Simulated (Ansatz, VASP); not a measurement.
One calculation of Sb, two programs

The input INCAR:

```
ALGO     = Normal         # electronic algorithm
EDIFF    = 1E-8           # SCF threshold, eV
ENCUT    = 520            # plane-wave cutoff, eV
GGA      = PS             # functional
ISIF     = 2              # what is computed and relaxed
ISMEAR   = -1             # smearing method
LASPH    = True           # aspherical terms in the spheres
LCHARG   = False          # write CHGCAR
LEFG     = True         
LREAL    = False          # projectors in reciprocal space
LWAVE    = False          # write WAVECAR
NBANDS   = 8              # bands
NELM     = 60             # most SCF steps
PREC     = Accurate       # precision mode
SIGMA    = 0.05           # smearing width, eV
```

KPOINTS

```
k-points
0
Gamma
  12 12 12
```

POSCAR

```
Sb
1.0
   -0.0230500000      2.2934750000      2.2934750000
    2.2934750000     -0.0230500000      2.2934750000
    2.2934750000      2.2934750000     -0.0230500000
Sb
1
Direct
    0.0000000000      0.0000000000      0.0000000000
```

Input for Ansatz:

```yaml
crystal:
  lattice:
    - [-0.02305, 2.293475, 2.293475]
    - [2.293475, -0.02305, 2.293475]
    - [2.293475, 2.293475, -0.02305]
  atoms:
    - { symbol: Sb, position: [0.0, 0.0, 0.0] }
kpoints:
  mp_grid: { grid: [12, 12, 12] }
scf:
  occupations: { method: fermi_dirac, width: 0.05 }
hamiltonian:
  xc: pbesol
  pseudopotentials: { kind: all_electron, datasets: crystal }
output:
  forces: true
  stress: true
  eigenvalues: true
  efg: { contact_densities: true }
```

Change from the starting cell: equal xy, yz and zx shear strains of -1 %, crystal datasets.

Alike in both runs: task electric field gradients; functional PBEsol; k mesh 12 × 12 × 12; occupations fermi-dirac, width 0.05 eV; no spin polarisation.

|  | VASP | Ansatz |
| --- | --- | --- |
| version | VASP 6.6.1 | Ansatz 0.2.0 |
| potentials or method | VASP PAW PBE potentials, release 64 (Sb), cutoff 520 eV | all-electron PAW with datasets made for the crystal, scalar-relativistic |

Ansatz gave:

```
pressure (GPa)                                                : 5.3
traceless stress, the component that is largest in VASP (GPa) : 0.18
size of Vzz on the site where it differs most (V/Å²)          : 0.5
```

What did VASP give for the same quantities?

Pressure (GPa): 5.3; traceless stress, the component that is largest in VASP (GPa): 0.19; size of Vzz on the site where it differs most (V/Å²): 0.0.

VASP's potentials were made for PBE, not for PBEsol. Ansatz ran all-electron here, and VASP with PAW potentials.

Spin-orbit coupling is off throughout.
